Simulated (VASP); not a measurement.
# LiBe16 (a cell with a defect) in VASP: a series of runs, part 3 of 3

VASP 6.6.1. Earlier steps stand in the parts before.

### 5 Single point, PBE

File INCAR:

```
SYSTEM = LiBe16
PREC     = Accurate       ! precision mode
ENCUT    = 520            ! plane-wave cutoff, eV
EDIFF    = 1E-6           ! SCF threshold, eV
ISMEAR   = 0              ! smearing method
SIGMA    = 0.1            ! smearing width, eV
LREAL    = Auto         
LASPH    = .TRUE.         ! aspherical terms in the spheres
NELM     = 100            ! most SCF steps
ALGO     = Normal         ! electronic algorithm
ISIF     = 2              ! what is computed and relaxed
LWAVE    = .FALSE.        ! write WAVECAR
LCHARG   = .FALSE.        ! write CHGCAR
GGA      = PE             ! functional
NBANDS   = 32             ! bands
```

File KPOINTS:

```
regular mesh
0
G
  4 4 3
  0 0 0
```

File POSCAR:

```
LiBe16
1.0
   -2.2900000000     -3.9663960000      0.0000000000
    3.4350000000     -1.9831980000      0.0000000000
    0.0000000000      0.0000000000      7.1768600000
Be Li
16 1
Direct
    0.7413179851      0.4525333875      0.0156564291
    0.4866674613      0.2988633148      0.2554856859
    0.7350174164      0.4134709996      0.5058363964
    0.5544423201      0.5849714448      0.7593068556
    0.4936191474     -0.0516937853      0.0065162202
    0.2433511475      0.8089444331      0.2550119412
    0.5069226580     -0.0820064376      0.4944095329
    0.1776060165      0.7822351609      0.7667929986
    0.2435787021      0.4857989018      0.0098041483
   -0.0074630487      0.3187137172      0.2584485416
    0.2425360932      0.4912776284      0.4958307672
   -0.0379801145      0.3855369833      0.7632764189
    0.0065947690      0.0011423642      0.0144812634
    0.7456374724      0.8085650107      0.2539039357
   -0.0002853725     -0.0384566239      0.5030492444
    0.7688237913      0.9806778696      0.7594176283
    0.3549897836      0.1874915879      0.7240353023
```

Run with:

```
$ cat potpaw_PBE.64/Be/POTCAR potpaw_PBE.64/Li_sv/POTCAR > POTCAR
$ mpirun -np 1 vasp_std > vasp.out
```

Run time: 2.4 min. Hardware: 1 thread of AMD EPYC 9R45 (Zen 5), shared host; peak memory 0.22 GiB.

Results (log left out):

* Free energy: -57.3139 eV
* Largest force: 0.692 eV/Å
* Band gap on the k mesh: zero (an odd number of electrons rules out a gap without spin polarisation)

Forces in eV/Å, atoms in the order of the input:
```
Be  -0.019 -0.004 -0.027
Be  -0.058 -0.005 -0.034
Be   0.126 -0.065 -0.004
Be   0.317 -0.208 -0.048
Be  -0.082  0.078 -0.067
Be  -0.065  0.053 -0.068
Be   0.095  0.128  0.078
Be   0.036  0.187 -0.108
Be  -0.119  0.029 -0.062
Be  -0.129  0.088 -0.036
Be  -0.071  0.266  0.050
Be  -0.071  0.060 -0.025
Be  -0.031  0.067 -0.054
Be  -0.118  0.062 -0.036
Be   0.299 -0.469 -0.068
Be   0.005 -0.018 -0.127
Li  -0.117 -0.248  0.635
```

Levels at points of the mesh, in eV from the Fermi level:
```tsv
k point	band 13	band 14	band 15	band 16	band 17	band 18	band 19	band 20	band 21	band 22
(0.00, 0.00, 0.00)	-3.74	-3.33	-3.18	-1.37	-0.03	0.27	0.47	0.76	1.23	1.75
(0.50, 0.00, 0.00)	-2.41	-2.29	-2.18	-1.71	-1.39	-0.25	0.04	0.22	0.61	0.80
(0.00, 0.50, 0.00)	-3.71	-3.62	-3.17	-2.70	-2.30	-0.43	0.67	1.17	1.22	1.33
(0.50, 0.50, 0.00)	-5.22	-1.26	-1.11	-0.78	-0.04	0.17	0.49	0.54	1.26	2.55
```

Caveat: the k points lie up to 0.40 Å⁻¹ apart, too coarse for converged energies and pressures of a metal.

### 6 Single point, PBE

File INCAR:

```
SYSTEM = LiBe16
  ALGO = Normal
  EDIFF = 1E-7
  ENCUT = 520
  GGA = PE
  ISIF = 2
  ISMEAR = 0
  LASPH = .TRUE.
  LCHARG = .FALSE.
  LREAL = Auto
  LWAVE = .FALSE.
  NBANDS = 32
  NELM = 60
  PREC = Accurate
  SIGMA = 0.1
```

File KPOINTS:

```
k-points
0
G
  4 4 3
  0 0 0
```

File POSCAR:

```
LiBe16
1.0
   -2.2900000000     -3.9663960000      0.0000000000
    3.4350000000     -1.9831980000      0.0000000000
    0.0000000000      0.0000000000      7.1768600000
Be Li
16 1
Direct
    0.7503544141      0.5002482120      0.0177572086
    0.5021250504      0.3468318386      0.2614527802
    0.7420176690      0.4209736425      0.5355163679
    0.4932239277      0.3490436083      0.7764519581
    0.5032057406      0.0070425461      0.0011916075
    0.2564416462      0.8629899184      0.2505810340
    0.5593347839     -0.0097858355      0.4759226180
    0.2501367868      0.8285377705      0.7740798901
    0.2490566206      0.5098118373      0.0221789195
   -0.0009118311      0.3668910937      0.2769223588
    0.3244009428      0.5900169313      0.5133527754
   -0.0083304305      0.3744556955      0.7906902183
    0.0010619471      0.0064602209      0.0032030721
    0.7450716025      0.8481659300      0.2264378851
   -0.0411831065     -0.1925412850      0.4662139153
    0.7509112193      0.8649195610      0.7348252578
    0.1730484521      0.1682072650      0.5557975215
```

Potentials or basis: VASP PAW PBE potentials, release 64 (Be, Li_sv).

Run with:

```
$ cat potpaw_PBE.64/Be/POTCAR potpaw_PBE.64/Li_sv/POTCAR > POTCAR
$ mpirun -np 1 vasp_std > vasp.out
```

Wall time 2.4 min (1 thread of AMD EPYC 9R45 (Zen 5), shared host); peak memory 0.22 GiB.

It converged, with:

| Item | Value |
| --- | --- |
| Free energy | -57.2548 eV |
| Largest force | 0.370 eV/Å |
| Band gap on the k mesh | zero (an odd number of electrons rules out a gap without spin polarisation) |

Forces on the atoms (eV/Å):
```
Be   0.020  0.031 -0.046
Be   0.007  0.011 -0.026
Be  -0.047  0.068  0.027
Be  -0.062  0.131 -0.058
Be   0.020 -0.042  0.077
Be   0.028 -0.010  0.084
Be   0.066 -0.064  0.074
Be   0.090 -0.158 -0.018
Be   0.038 -0.048  0.026
Be   0.034  0.016  0.008
Be  -0.020 -0.193  0.094
Be  -0.009 -0.093 -0.035
Be   0.047 -0.034  0.025
Be   0.004  0.031  0.010
Be  -0.286  0.161 -0.013
Be  -0.022  0.000  0.072
Li   0.093  0.193 -0.302
```

Levels at points of the mesh, in eV from the Fermi level:
```tsv
k point	band 14	band 15	band 16	band 17	band 18	band 19	band 20	band 21
(0.00, 0.00, 0.00)	-3.41	-3.09	-0.76	-0.44	0.32	0.68	0.84	1.60
(0.50, 0.00, 0.00)	-2.09	-2.07	-1.59	-0.88	-0.29	-0.16	0.42	0.65
(0.00, 0.50, 0.00)	-3.51	-3.01	-2.56	-2.03	-0.22	0.48	1.26	1.40
(0.50, 0.50, 0.00)	-1.21	-0.93	-0.88	-0.06	0.45	0.84	1.01	1.81
```

Caveat: the k points lie up to 0.40 Å⁻¹ apart, too coarse for converged energies and pressures of a metal.

### 7 Single point, PBE

File INCAR:

```
SYSTEM = LiBe16
PREC = Accurate
ENCUT = 520
EDIFF = 1E-6
ISMEAR = 0
SIGMA = 0.1
LREAL = Auto
LASPH = .True.
NELM = 80
ALGO = Normal
ISIF = 2
LWAVE = .False.
LCHARG = .False.
GGA = PE
NBANDS = 32
```

File KPOINTS:

```
regular mesh
0
Gamma
  4 4 3
  0 0 0
```

File POSCAR:

```
LiBe16
1.0
   -2.2900000000     -3.9663960000      0.0000000000
    3.4350000000     -1.9831980000      0.0000000000
    0.0000000000      0.0000000000      7.1768600000
Be Li
16 1
Direct
    0.7550986066      0.4855682122      0.0378529050
    0.4991902066      0.3270787694      0.2609761093
    0.7494154828      0.4687340482      0.5294531313
    0.5415278893      0.5262817661      0.7980088785
    0.5011624112     -0.0331336473     -0.0126070454
    0.2511965739      0.8238294481      0.2420271539
    0.5084474210     -0.0407139464      0.4736836165
    0.1760573361      0.7436967394      0.7506332853
    0.2438059618      0.4707306121      0.0136013521
   -0.0029546040      0.3265705842      0.2630316044
    0.2502260324      0.5049780536      0.4900016163
   -0.0591430635      0.3438268951      0.7884446680
   -0.0018480657     -0.0131796420      0.0027208278
    0.7498548701      0.8334097970      0.2465622849
    0.0070444342     -0.0154588779      0.4877686063
    0.7582927836      0.9129398761      0.7288091171
    0.3269200099      0.1657478378      0.7085579209
```

Run with:

```
$ cat potpaw_PBE.64/Be/POTCAR potpaw_PBE.64/Li_sv/POTCAR > POTCAR
$ mpirun -np 1 vasp_std > vasp.out
```

It took 2.3 min on 1 thread of AMD EPYC 9R45 (Zen 5), shared host; peak memory 0.22 GiB.

Results (log left out):

```yaml
Free_energy: -57.2549 eV
Largest_force: 0.368 eV/Å
Band_gap_on_the_k_mesh: zero (an odd number of electrons rules out a gap without spin polarisation)
```

Forces in eV/Å, atoms in the order of the input:
```
Be  -0.004 -0.032 -0.010
Be  -0.047  0.033 -0.024
Be   0.022  0.000 -0.073
Be   0.288 -0.161  0.014
Be  -0.034 -0.017 -0.008
Be  -0.038  0.048 -0.025
Be   0.007  0.093  0.034
Be   0.021  0.194 -0.093
Be  -0.027  0.010 -0.085
Be  -0.019  0.042 -0.078
Be  -0.088  0.158  0.021
Be  -0.068  0.065 -0.075
Be  -0.007 -0.010  0.027
Be  -0.020 -0.032  0.047
Be   0.063 -0.131  0.057
Be   0.047 -0.069 -0.029
Li  -0.096 -0.191  0.299
```

Levels at points of the mesh, in eV from the Fermi level:
| k point | band 14 | band 15 | band 16 | band 17 | band 18 | band 19 | band 20 | band 21 |
| --- | --- | --- | --- | --- | --- | --- | --- | --- |
| (0.00, 0.00, 0.00) | -3.41 | -3.09 | -0.77 | -0.44 | 0.32 | 0.69 | 0.84 | 1.60 |
| (0.50, 0.00, 0.00) | -2.09 | -2.07 | -1.59 | -0.88 | -0.29 | -0.16 | 0.42 | 0.65 |
| (0.00, 0.50, 0.00) | -3.51 | -3.01 | -2.56 | -2.03 | -0.22 | 0.47 | 1.26 | 1.40 |
| (0.50, 0.50, 0.00) | -1.22 | -0.93 | -0.88 | -0.06 | 0.45 | 0.84 | 1.01 | 1.80 |

Caveat: the k points lie up to 0.40 Å⁻¹ apart, too coarse for converged energies and pressures of a metal.

### 8 Overview

```csv
cell,gap on the mesh (eV),largest force (eV/Å)
"as given, atomic positions A",none,0.70
"as given, atomic positions B",none,0.69
"as given, atomic positions C",none,1.00
"as given, atomic positions D",none,0.69
"as given, atomic positions E",none,0.37
"as given, atomic positions F",none,0.37
```

Alike in all rows: task single point; level PBE; potentials or basis VASP PAW PBE potentials, release 64 (Be, Li_sv); no spin polarisation; k mesh 4 × 4 × 3; cutoff (eV) 520; smearing gaussian 0.1 eV.

Caveats: all runs use coarse meshes.

Absolute energies hang on the potentials; compare differences alone.
